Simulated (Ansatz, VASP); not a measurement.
# Rh: VASP beside Ansatz

```xyz
1
Lattice="1.8908 1.8908 0.0000 -1.8908 1.8908 0.0000 0.0000 1.8908 1.8908" Properties=species:S:1:pos:R:3 pbc="T T T"
Rh    0.0000    0.0000    0.0000
```

Alike in both runs: functional PBEsol; k mesh 14 × 14 × 14; occupations fermi-dirac, width 0.1 eV; no spin polarisation.

Ansatz relaxed the structure, and its values are those at the end. VASP's run is a single point on that final structure, the one shown.

|  | VASP | Ansatz |
| --- | --- | --- |
| version | VASP 6.6.1 | Ansatz 0.2.0 |
| potentials or method | VASP PAW PBE potentials, release 64 (Rh_pv) | PAW with Ansatz's default frozen-core files, scalar-relativistic |
| plane-wave cutoff (eV) | 500 | 420 |
| valence electrons in the cell | 15 | 17 |

```tsv
	VASP	Ansatz	Ansatz less VASP
pressure (GPa)	0.0	0.0	+0.03
```

VASP's potentials were made for PBE, not for PBEsol. VASP's potentials hold 15 valence electrons a cell and Ansatz's 17, so a difference there can come from the potentials and not from the codes.
